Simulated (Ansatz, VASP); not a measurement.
# MgO in VASP and in Ansatz

INCAR

```
ALGO = Normal
EDIFF = 1E-6
ENCUT = 520
GGA = PS
ISIF = 2
ISMEAR = 0
LASPH = True
LCHARG = False
LREAL = False
LWAVE = False
NBANDS = 16
NELM = 60
PREC = Accurate
SIGMA = 0.02
```

File KPOINTS:

```
k-points
0
Gamma
  9 9 6
```

File POSCAR:

```
MgO
1.0
    3.6480760680     -0.0069030282      0.0348637786
   -1.8300162318      3.1558940786     -0.0348532030
    0.0417804122     -0.0241072978      4.3222672029
Mg O
2 2
Direct
    0.7157953864      0.3290510999      0.7394161800
    0.3290510999      0.7157953864      0.2605838200
    0.6374896765      0.3176638372      0.2634388192
    0.3176638372      0.6374896765      0.7365611808
```

Input for Ansatz:

```yaml
crystal:
  lattice:
    - [3.648076068, -0.0069030282, 0.0348637786]
    - [-1.8300162318, 3.1558940786, -0.034853203]
    - [0.0417804122, -0.0241072978, 4.3222672029]
  atoms:
    - { symbol: Mg, position: [0.7157953864, 0.3290510999, 0.73941618] }
    - { symbol: Mg, position: [0.3290510999, 0.7157953864, 0.26058382] }
    - { symbol: O, position: [0.6374896765, 0.3176638372, 0.2634388192] }
    - { symbol: O, position: [0.3176638372, 0.6374896765, 0.7365611808] }
basis:
  ecutwfc: 420
kpoints:
  mp_grid: { grid: [9, 9, 6] }
hamiltonian:
  xc: pbesol
scf:
  occupations: { method: gaussian, width: 0.02 }
output:
  forces: true
  stress: true
  eigenvalues: true
  populations: true
```

Alike in both runs: task single point; functional PBEsol; k mesh 9 × 9 × 6; occupations gaussian, width 0.02 eV; no spin polarisation.

|  | VASP | Ansatz |
| --- | --- | --- |
| version | VASP 6.6.1 | Ansatz 0.2.0 |
| potentials or method | VASP PAW PBE potentials, release 64 (Mg, O), cutoff 520 eV | scalar-relativistic, plane waves, PAW |
| valence electrons in the cell | 16 | 32 |

VASP gave:

* gap on the k mesh at the Fermi level (eV): 2.68
* least direct gap on the mesh (eV): 2.68
* pressure (GPa): -8.2
* traceless stress, the component that is largest in VASP (GPa): 3.71
* rms of the force components (eV/Å): 1.024

Question: What did Ansatz give for the same quantities?

Answer: gap on the k mesh at the Fermi level (eV): 2.69; least direct gap on the mesh (eV): 2.69; pressure (GPa): -7.8; traceless stress, the component that is largest in VASP (GPa): 3.68; rms of the force components (eV/Å): 1.014.

VASP's potentials were made for PBE, not for PBEsol. Atom by atom the forces differ by 0.010 eV/Å (rms over components). VASP's potentials hold 16 valence electrons a cell and Ansatz's 32, so a difference there can come from the potentials and not from the codes. Ansatz's warnings: near symmetry operations not taken.
